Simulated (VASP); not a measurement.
Write the native input for VASP 6.6.1 that does the following.

```yaml
Task: single point
Functional: PBE
Potentials_or_basis: VASP PAW PBE potentials, release 64 (Rh_pv)
Cutoff: 500 eV
k_mesh: 8 × 8 × 8
Occupations: fermi-dirac, width 0.1 eV
Spin: collinear spin, zero start
Starting_moments: "[0.0] μB"
Dipole_correction: no
Further_INCAR_settings: ALGO = Normal; EDIFF = 1e-06; NBANDS = 18
```

The structure of Rh lies in POSCAR:

```
Rh
1.0
    0.0000000000      1.8380000000      1.8380000000
    1.8380000000      0.0000000000      1.8380000000
    1.8380000000      1.8380000000      0.0000000000
Rh
1
Direct
    0.0000000000      0.0000000000      0.0000000000
```

One way to write it, as run:

INCAR

```
  PREC = Accurate
  ENCUT = 500
  EDIFF = 1E-6
  ISMEAR = -1
  SIGMA = 0.1
  LREAL = False
  LASPH = True
  NELM = 200
  ALGO = Normal
  ISIF = 2
  LWAVE = False
  LCHARG = False
  ISPIN = 2
  MAGMOM = 0
  LORBIT = 11
  LMAXMIX = 4
  GGA = PE
  NBANDS = 18
  GGA_COMPAT = False
```

KPOINTS

```
Automatic mesh
0
Gamma
  8 8 8
```

Potentials or basis: VASP PAW PBE potentials, release 64 (Rh_pv).

Run with:

```bash
$ cat potpaw_PBE.64/Rh_pv/POTCAR > POTCAR
$ mpirun -np 1 vasp_std > vasp.out
```

It gave:

```
Pressure                                              : 45.0 GPa
Net moment                                            : 0.00 μB per cell
Valence electrons inside the program's atomic spheres : Rh 14.01
```

Caveat: the k points lie up to 0.37 Å⁻¹ apart.

Wall time 9.2 s on 1 thread of Intel Xeon 6975P-C, with other jobs on the host, peak memory 0.14 GiB.
